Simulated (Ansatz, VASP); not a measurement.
# C in VASP and in Ansatz

Contents of INCAR:

```
ALGO = Normal
EDIFF = 1E-7
EDIFFG = -0.002
ENCUT = 600
GGA_COMPAT = False
IBRION = 2
ISIF = 3
ISMEAR = 0
LASPH = True
LCHARG = False
LREAL = False
LWAVE = False
NELM = 120
NELMIN = 4
NSW = 100
PREC = Accurate
SIGMA = 0.02
```

Contents of KPOINTS:

```
k-points
0
Gamma
  12 12 12
```

File POSCAR:

```
C
1.0
    0.0000000000      1.7657957126      1.7657957126
    1.7657957126      0.0000000000      1.7657957126
    1.7657957126      1.7657957126      0.0000000000
C
2
Direct
    0.0000000000      0.0000000000      0.0000000000
    0.2500000000      0.2500000000      0.2500000000
```

Input for Ansatz:

```yaml
crystal:
  lattice:
    - [0.0, 1.7657957126, 1.7657957126]
    - [1.7657957126, 0.0, 1.7657957126]
    - [1.7657957126, 1.7657957126, 0.0]
  atoms:
    - { symbol: C, position: [0.0, 0.0, 0.0] }
    - { symbol: C, position: [0.25, 0.25, 0.25] }
basis:
  ecutwfc: 420
kpoints:
  mp_grid: { grid: [12, 12, 12] }
hamiltonian:
  xc: lda
  pseudopotentials: { kind: paw, azcp: { folder: soft_1 } }
scf:
  occupations: { method: gaussian, width: 0.02 }
output:
  forces: true
  stress: true
  eigenvalues: true
relax:
  adjacent_minimum: "off"
  f_tol: 0.002
  max_steps: 80
  cell: { stress_tol: 0.02 }
```

Alike in both runs: task relaxation of cell and atoms; functional LDA; k mesh 12 × 12 × 12; occupations gaussian, width 0.02 eV; no spin polarisation.

|  | VASP | Ansatz |
| --- | --- | --- |
| version | VASP 6.6.1 | Ansatz 0.2.0 |
| potentials or method | VASP PAW LDA potentials, release 64 (C), cutoff 600 eV | scalar-relativistic, plane waves, PAW |
| valence electrons in the cell | 8 | 8 |

```csv
,VASP,Ansatz,Ansatz less VASP
"gap on the k mesh at the Fermi level, each at its own relaxed structure (eV)",4.19,4.20,+0.009
relaxed volume (Å³/atom),5.52,5.51,-0.011
relaxed cell length with the largest relative difference (Å),2.499,2.497,-0.0017
```

Ansatz warns that its potentials were made for another functional, while VASP's fit it. LDA's correlation is that of Perdew and Zunger in VASP and of Perdew and Wang (1992) in Ansatz.
